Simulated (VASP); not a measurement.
# PbF2 (Fm-3m) in VASP: notebook

PbF2 is run at these levels: PBEsol; tasks: dielectric tensor, elastic constants.

Everything below comes from runs of VASP 6.6.1. Logs are shortened: lines on timing, memory, paths and dates and some standing lists are left out, and cuts for length are marked.

## Step 1: The cell of the first run

It takes space group Fm-3m (No. 225, cubic). The conventional cell has a = 5.927 Å, b = 5.927 Å, c = 5.927 Å, α = 90.00°, β = 90.00°, γ = 90.00°. Pb (site symmetry m-3m) has 8 F at 2.57 Å within 3.4 Å. F (site symmetry -43m) has 4 Pb at 2.57 Å and 6 F at 2.96 Å within 3.4 Å.

## Step 2: Dielectric tensor, PBEsol

Contents of INCAR:

```
SYSTEM = PbF2
  PREC = Accurate
  ENCUT = 520
  EDIFF = 1E-8
  ISMEAR = 0
  SIGMA = 0.01
  LREAL = .FALSE.
  LASPH = .TRUE.
  NELM = 120
  ALGO = Normal
  ISIF = 2
  LWAVE = .FALSE.
  LCHARG = .FALSE.
  GGA = PS
  LEPSILON = .TRUE.
  GGA_COMPAT = .FALSE.
```

Contents of KPOINTS:

```
Automatic mesh
0
G
  8 8 8
  0 0 0
```

Contents of POSCAR:

```
PbF2
1.0
    0.0000000000      2.9636600000      2.9636600000
    2.9636600000      0.0000000000      2.9636600000
    2.9636600000      2.9636600000      0.0000000000
Pb F
1 2
Direct
    0.0000000000      0.0000000000      0.0000000000
    0.7500000000      0.7500000000      0.7500000000
    0.2500000000      0.2500000000      0.2500000000
```

Potentials or basis: VASP PAW PBE potentials, release 64 (Pb_d, F).

The run is started by

```console
> cat potpaw_PBE.64/Pb_d/POTCAR potpaw_PBE.64/F/POTCAR > POTCAR
> mpirun -np 1 vasp_std > vasp.out
```

OUTCAR:

```text
SYSTEM = PbF2
   PREC = Accurate
   ENCUT = 520
   EDIFF = 1E-8
   ISMEAR = 0
   LREAL = .FALSE.
   LASPH = .TRUE.
   NELM = 120
   ISIF = 2
   GGA = PS
   LEPSILON = .TRUE.

 ion  position               nearest neighbor table
   1  0.000  0.000  0.000-   2 2.57   2 2.57   2 2.57   3 2.57   3 2.57   3 2.57   3 2.57   2 2.57

   2  0.750  0.750  0.750-   1 2.57   1 2.57   1 2.57   1 2.57
   3  0.250  0.250  0.250-   1 2.57   1 2.57   1 2.57   1 2.57

  LATTYP: Found a face centered cubic cell.
 ALAT       =     5.9273200000

  Lattice vectors:

 A1 = (   0.0000000000,   2.9636600000,   2.9636600000)
 A2 = (   2.9636600000,   0.0000000000,   2.9636600000)
 A3 = (   2.9636600000,   2.9636600000,   0.0000000000)

Analysis of symmetry for initial positions (statically):
=====================================================================
 Subroutine PRICEL returns:
 Original cell was already a primitive cell.

 Routine SETGRP: Setting up the symmetry group for a
 face centered cubic supercell.

 Subroutine GETGRP returns: Found 48 space group operations
 (whereof 48 operations were pure point group operations)
 out of a pool of 48 trial point group operations.

The static configuration has the point symmetry O_h .

Analysis of symmetry for dynamics (positions and initial velocities):
=====================================================================
 Subroutine PRICEL returns:
 Original cell was already a primitive cell.

 Routine SETGRP: Setting up the symmetry group for a
 face centered cubic supercell.

 Subroutine GETGRP returns: Found 48 space group operations
 (whereof 48 operations were pure point group operations)
 out of a pool of 48 trial point group operations.

The dynamic configuration has the point symmetry O_h .

 Subroutine INISYM returns: Found 48 space group operations
 (whereof 48 operations are pure point group operations),
 and found     1 'primitive' translations

----------------------------------------------------------------------------------------

                                     Primitive cell

  volume of cell :      52.0613

  direct lattice vectors                    reciprocal lattice vectors
     0.000000000  2.963660000  2.963660000    -0.168710311  0.168710311  0.168710311
     2.963660000  0.000000000  2.963660000     0.168710311 -0.168710311  0.168710311
     2.963660000  2.963660000  0.000000000     0.168710311  0.168710311 -0.168710311

  length of vectors
     4.191248166  4.191248166  4.191248166     0.292214830  0.292214830  0.292214830

  position of ions in fractional coordinates (direct lattice)
     0.000000000  0.000000000  0.000000000
     0.750000000  0.750000000  0.750000000
     0.250000000  0.250000000  0.250000000

  ion indices of the primitive-cell ions
   primitive index   ion index
                 1           1
                 2           2
                 3           3

----------------------------------------------------------------------------------------

 KPOINTS: Automatic mesh

Automatic generation of k-mesh.
 Grid dimensions read from file:
 generate k-points for:    8    8    8

 Generating k-lattice:

  Cartesian coordinates                     Fractional coordinates (reciprocal lattice)
    -0.021088789  0.021088789  0.021088789     0.125000000  0.000000000  0.000000000
     0.021088789 -0.021088789  0.021088789     0.000000000  0.125000000  0.000000000
     0.021088789  0.021088789 -0.021088789     0.000000000  0.000000000  0.125000000

  Length of vectors
     0.036526854  0.036526854  0.036526854
[... 76 lines left out ...]
  Fermi-wavevector in a.u.,A,eV,Ry     =   1.331340  2.515869 24.115883  1.772467
  Thomas-Fermi vector in A             =   2.460359
   LORBIT       =      0    0 simple, 1 ext, 2 COOP (PROOUT), +10 PAW based schemes
   GGA     = PS    functional components
   LHFCALC =     F    Hartree Fock is set to
   AEXX    =    0.0000 exact exchange contribution
   IVDW    =     0    specifies the selected vdW correction
   LEPSILON=     T    determine dielectric tensor
   LRPA    =     F    only Hartree local field effects (RPA)
 non-spin polarized calculation
 Gauss-broadening in eV      SIGMA  =   0.01
  energy-cutoff  :      520.00
  volume of cell :       52.06
 maximum number of plane-waves:      1424
   NGX = 15   NGY = 15   NGZ = 15

--------------------------------------- Ionic step        1  -------------------------------------------

 number of electron      28.0000005 magnetization

 E-fermi :   1.8324     XC(G=0):  -9.6593

 val. band max:        1.7364382986   @ k =  -0.2500   0.5000   0.2500
 cond. band min:       6.0406301776   @ k =   0.5000   0.5000   0.0000
 fundamental gap:      4.3041918790
 Fermi energy:         1.8324227620

 k-point     1 :       0.0000    0.0000    0.0000
  band No.  band energies     occupation
      1     -19.2398      2.00000
      2     -18.5986      2.00000
      3     -12.6274      2.00000
      4     -12.6274      2.00000
      5     -12.6274      2.00000
      6     -12.5637      2.00000
[... 481 lines left out ...]
      5     -12.5416      2.00000
      6     -12.5119      2.00000
[... 10 lines left out ...]
     17       9.3895      0.00000
     18      12.5458      0.00000

 [... further k-points ...]

  FORCE on cell =-STRESS in cart. coord.  units (eV):
  Direction    XX          YY          ZZ          XY          YZ          ZX
  --------------------------------------------------------------------------------------
  -------------------------------------------------------------------------------------
  Total       -0.4207737     -0.4207737     -0.4207737      0.0000000      0.0000000     -0.0000000
  in kB      -12.9492324    -12.9492324    -12.9492324      0.0000000      0.0000000     -0.0000000
  external PRESSURE =     -12.9492324 kB  Pullay stress =       0.0000000 kB

 VOLUME and BASIS-vectors are now :
 -----------------------------------------------------------------------------
  energy-cutoff  :      520.00
  volume of cell :       52.06
      direct lattice vectors                 reciprocal lattice vectors
     0.000000000  2.963660000  2.963660000    -0.168710311  0.168710311  0.168710311
     2.963660000  0.000000000  2.963660000     0.168710311 -0.168710311  0.168710311
     2.963660000  2.963660000  0.000000000     0.168710311  0.168710311 -0.168710311

 POSITION                                       TOTAL-FORCE (eV/Angst)
 -----------------------------------------------------------------------------------
      0.00000      0.00000      0.00000         0.000000     -0.000000      0.000000
      4.44549      4.44549      4.44549        -0.000000     -0.000000     -0.000000
      1.48183      1.48183      1.48183         0.000000      0.000000      0.000000
 -----------------------------------------------------------------------------------
    total drift:                                0.000000     -0.000000      0.000000

  FREE ENERGIE OF THE ION-ELECTRON SYSTEM (eV)
  ---------------------------------------------------
  free  energy   TOTEN  =       -14.9344015849 eV

  energy  without entropy=      -14.9344015849  energy(sigma->0) =      -14.93440158

 HEAD OF MICROSCOPIC STATIC DIELECTRIC TENSOR (INDEPENDENT PARTICLE, excluding Hartree and local field effects)
 ------------------------------------------------------
           3.734509     0.000000    -0.000000
           0.000000     3.734509     0.000000
           0.000000     0.000000     3.734509
 ------------------------------------------------------

 Free energy of the ion-electron system (eV)
  ---------------------------------------------------
  ---------------------------------------------------
  free energy    TOTEN  =        -0.37199978 eV

  energy without entropy =       -0.37199978

------------------------ aborting loop because EDIFF is reached ----------------------------------------

--------------------------------------- Ionic step        2  -------------------------------------------

------------------------ aborting loop because EDIFF is reached ----------------------------------------

--------------------------------------- Ionic step        3  -------------------------------------------

 Free energy of the ion-electron system (eV)
  ---------------------------------------------------
  ---------------------------------------------------
  free energy    TOTEN  =        -0.37199978 eV

  energy without entropy =       -0.37199978

------------------------ aborting loop because EDIFF is reached ----------------------------------------

 PIEZOELECTRIC TENSOR FIELD DIRECTION 3  (e Angst)
 -----------------------------------------------------------------------------
     0.00050  0.00000  0.00000           ( -0.00002  0.00000  0.00000)
     0.00000  0.00050 -0.00000           (  0.00000 -0.00002  0.00000)
     0.00000  0.00000 -0.00125           (  0.00000  0.00000 -0.00002)

 PIEZOELECTRIC TENSOR FIELD DIRECTION 3  (C/m^2)
 -----------------------------------------------------------------------------
     0.00015  0.00000  0.00000
     0.00000  0.00015 -0.00000
     0.00000  0.00000 -0.00039

 MACROSCOPIC STATIC DIELECTRIC TENSOR (including local field effects in DFT)
 ------------------------------------------------------
           3.382226     0.000000     0.000000
          -0.000000     3.382226     0.000000
           0.000000    -0.000000     3.382226
 ------------------------------------------------------

 PIEZOELECTRIC TENSOR (including local field effects)  for field in x, y, z        (e  Angst)
          XX          YY          ZZ          XY          YZ          ZX
  --------------------------------------------------------------------------------
  x     0.00000     0.00000     0.00000     0.00000     0.00000     0.00000
  y     0.00000     0.00000     0.00000     0.00000     0.00000     0.00000
  z     0.00000     0.00000     0.00000     0.00000     0.00000     0.00000

 PIEZOELECTRIC TENSOR (including local field effects)  for field in x, y, z        (C/m^2)
          XX          YY          ZZ          XY          YZ          ZX
  --------------------------------------------------------------------------------
  x     0.00000     0.00000     0.00000     0.00000     0.00000     0.00000
  y     0.00000     0.00000     0.00000     0.00000     0.00000     0.00000
  z     0.00000     0.00000     0.00000     0.00000     0.00000     0.00000

 BORN EFFECTIVE CHARGES (including local field effects) (in |e|, cummulative output)
 ---------------------------------------------------------------------------------
 ion    1
    1     3.19983     0.00000     0.00000
    2     0.00000     3.19983     0.00000
    3     0.00000     0.00000     3.19983
 ion    2
    1    -1.59991     0.00000     0.00000
    2     0.00000    -1.59991     0.00000
    3     0.00000     0.00000    -1.59991
 ion    3
    1    -1.59991     0.00000     0.00000
    2     0.00000    -1.59991     0.00000
    3     0.00000     0.00000    -1.59991
```

It took 4 min on 1 thread of AMD EPYC 9R45 (Zen 5), shared host; peak memory 0.28 GiB.

What came out:

| Property | Result |
| --- | --- |
| Band gap on the k mesh | 4.30 eV (least direct gap 4.46 eV) |
| Electronic dielectric tensor (diagonal) | 3.38 |
| Born charges (mean of the diagonal) | Pb +3.20; F -1.60 e |

Levels at points of the mesh, in eV from the valence-band top:
| k point | band 11 | band 12 | band 13 | band 14 | band 15 | band 16 | band 17 | band 18 |
| --- | --- | --- | --- | --- | --- | --- | --- | --- |
| (0.00, 0.00, 0.00) | -2.48 | -1.98 | -1.98 | -1.98 | 6.67 | 6.67 | 6.67 | 10.51 |
| (0.50, 0.00, 0.00) | -2.69 | -2.14 | -2.14 | -0.02 | 4.94 | 7.58 | 7.58 | 13.08 |
| (0.50, 0.50, 0.00) | -1.55 | -1.54 | -1.54 | -0.15 | 4.30 | 7.82 | 7.82 | 8.82 |

Electronic dielectric tensor:
```
3.38 0.00 0.00
0.00 3.38 0.00
0.00 0.00 3.38
```

Born effective charge tensors (e):
atom 1, Pb
```
3.20 0.00 0.00
0.00 3.20 0.00
0.00 0.00 3.20
```
atom 2, F
```
-1.60  0.00  0.00
 0.00 -1.60  0.00
 0.00  0.00 -1.60
```
atom 3, F
```
-1.60  0.00  0.00
 0.00 -1.60  0.00
 0.00  0.00 -1.60
```

Caveat: the PAW data sets were made with another functional, which shifts forces and pressure a little; spin-orbit coupling is left out, which moves the levels of the heavy elements.

## Step 3: Elastic constants, PBEsol

Contents of INCAR:

```
SYSTEM = PbF2
PREC = Accurate
ENCUT = 600
EDIFF = 1E-8
ISMEAR = 0
SIGMA = 0.01
LREAL = .False.
LASPH = .True.
NELM = 120
ALGO = Normal
ISIF = 3
LWAVE = .False.
LCHARG = .False.
GGA = PS
IBRION = 6
NFREE = 2
POTIM = 0.015
NSW = 1
GGA_COMPAT = .False.
```

Contents of KPOINTS:

```
regular mesh
0
Gamma
  6 6 6
  0 0 0
```

POSCAR is that of step 2.

Potentials or basis: VASP PAW PBE potentials, release 64 (Pb_d, F).

The run is started by

```console
> cat potpaw_PBE.64/Pb_d/POTCAR potpaw_PBE.64/F/POTCAR > POTCAR
> mpirun -np 1 vasp_std > vasp.out
```

OUTCAR:

```text
SYSTEM = PbF2
   PREC = Accurate
   ENCUT = 600
   EDIFF = 1E-8
   ISMEAR = 0
   LREAL = .False.
   LASPH = .True.
   NELM = 120
   ISIF = 3
   GGA = PS
   IBRION = 6
   NFREE = 2
   POTIM = 0.015
   NSW = 1

 ion  position               nearest neighbor table
   1  0.000  0.000  0.000-   2 2.57   2 2.57   2 2.57   3 2.57   3 2.57   3 2.57   3 2.57   2 2.57

   2  0.750  0.750  0.750-   1 2.57   1 2.57   1 2.57   1 2.57
   3  0.250  0.250  0.250-   1 2.57   1 2.57   1 2.57   1 2.57

  LATTYP: Found a face centered cubic cell.
 ALAT       =     5.9273200000

  Lattice vectors:

 A1 = (   0.0000000000,   2.9636600000,   2.9636600000)
 A2 = (   2.9636600000,   0.0000000000,   2.9636600000)
 A3 = (   2.9636600000,   2.9636600000,   0.0000000000)

Analysis of symmetry for initial positions (statically):
[... 928 lines left out ...]
  y     0.00000     0.00000     0.00000     0.00000     0.00000     0.00000
  z     0.00000     0.00000     0.00000     0.00000     0.00000     0.00000

 INTERNAL STRAIN TENSOR FOR ION    3 for displacements in x,y,z  (eV/Angst):
          X           Y           Z          XY          YZ          ZX
  --------------------------------------------------------------------------------
  x     0.00000    -0.00000    -0.00000     0.00000    -2.41421     0.00000
  y    -0.00000     0.00000    -0.00000     0.00000     0.00000    -2.41421
  z    -0.00000    -0.00000     0.00000    -2.41421     0.00000     0.00000

 Eigenvectors and eigenvalues of the dynamical matrix
 ----------------------------------------------------

   1 f  =    7.284113 THz    45.767434 2PiTHz  242.971868 cm-1    30.124659 meV
             X         Y         Z           dx          dy          dz
      0.000000  0.000000  0.000000    -0.000000   -0.000000   -0.000000
      4.445490  4.445490  4.445490    -0.000000   -0.000000   -0.707107
      1.481830  1.481830  1.481830     0.000000    0.000000    0.707107
[... 43 lines left out ...]
   9 f/i=    0.003671 THz     0.023065 2PiTHz    0.122447 cm-1     0.015182 meV
             X         Y         Z           dx          dy          dz
      0.000000  0.000000  0.000000     0.914259    0.090642    0.009208
      4.445490  4.445490  4.445490     0.277756    0.027538    0.002797
      1.481830  1.481830  1.481830     0.277756    0.027538    0.002797

--------------------------------------------------------------------------------------------------------

 ELASTIC MODULI CONTR FROM IONIC RELAXATION (kBar)
 Direction    XX          YY          ZZ          XY          YZ          ZX
 --------------------------------------------------------------------------------
 XX          -0.0000     -0.0000     -0.0000     -0.0000     -0.0000     -0.0000
 YY          -0.0000     -0.0000     -0.0000     -0.0000     -0.0000     -0.0000
 ZZ          -0.0000     -0.0000     -0.0000      0.0000     -0.0000     -0.0000
 XY          -0.0000     -0.0000      0.0000    -86.9794     -0.0000      0.0000
 YZ          -0.0000     -0.0000     -0.0000     -0.0000    -86.9794     -0.0000
 ZX          -0.0000     -0.0000     -0.0000      0.0000     -0.0000    -86.9794
 --------------------------------------------------------------------------------

 TOTAL ELASTIC MODULI (kBar)
 Direction    XX          YY          ZZ          XY          YZ          ZX
 --------------------------------------------------------------------------------
 XX        1078.4194    536.6417    536.6417     -0.0000     -0.0000     -0.0000
 YY         536.6417   1078.4194    536.6417     -0.0000     -0.0000     -0.0000
 ZZ         536.6417    536.6417   1078.4194      0.0000     -0.0000     -0.0000
 XY          -0.0000     -0.0000      0.0000    219.0052     -0.0000      0.0000
 YZ          -0.0000     -0.0000     -0.0000     -0.0000    219.0052     -0.0000
 ZX          -0.0000     -0.0000     -0.0000      0.0000     -0.0000    219.0052
 --------------------------------------------------------------------------------
```

stdout:

```text
POSCAR found type information on POSCAR PbF
 POSCAR found :  2 types and       3 ions
 scaLAPACK will be used
 -----------------------------------------------------------------------------
|                                                                             |
|                                                                             |
|     You enforced a specific xc type in the INCAR file but a different       |
|     I HOPE YOU KNOW WHAT YOU ARE DOING!                                     |
[... 32 lines left out ...]
 Finite differences progress:
 bond charge predicted
 Finite differences progress:
 bond charge predicted
 Finite differences progress:
 bond charge predicted
 Finite differences progress:
 bond charge predicted
 Finite differences progress:
 bond charge predicted
 Finite differences progress:
 bond charge predicted
 Finite differences progress:
```

Wall time 8 min (1 thread of AMD EPYC 9R45 (Zen 5), shared host); peak memory 0.29 GiB.

Results:

```yaml
Elastic_constants_C11_C12_C44: 108, 54, 22 GPa
Voigt_bulk_modulus: 72 GPa
Highest_phonon_frequency_at_Γ_LO-TO_splitting_left_out: 243 cm⁻¹
```

Phonon frequencies in cm⁻¹ (negative: imaginary):
| q point | frequencies |
| --- | --- |
| (0.000, 0.000, 0.000) | 0 0 0 102 102 102 243 243 243 |

Elastic tensor in Voigt notation (GPa, in the Cartesian axes of the cell as first typed):
```
108  54  54   0   0   0
 54 108  54   0   0   0
 54  54 108   0   0   0
  0   0   0  22   0   0
  0   0   0   0  22   0
  0   0   0   0   0  22
```

Clamped-ion elastic tensor (GPa):
```
108  54  54   0   0   0
 54 108  54   0   0   0
 54  54 108   0   0   0
  0   0   0  31   0   0
  0   0   0   0  31   0
  0   0   0   0   0  31
```

Caveat: the cell is under stress, which shifts elastic constants; the PAW data sets were made with another functional, which shifts forces and pressure a little; spin-orbit coupling is left out, which moves the levels of the heavy elements.
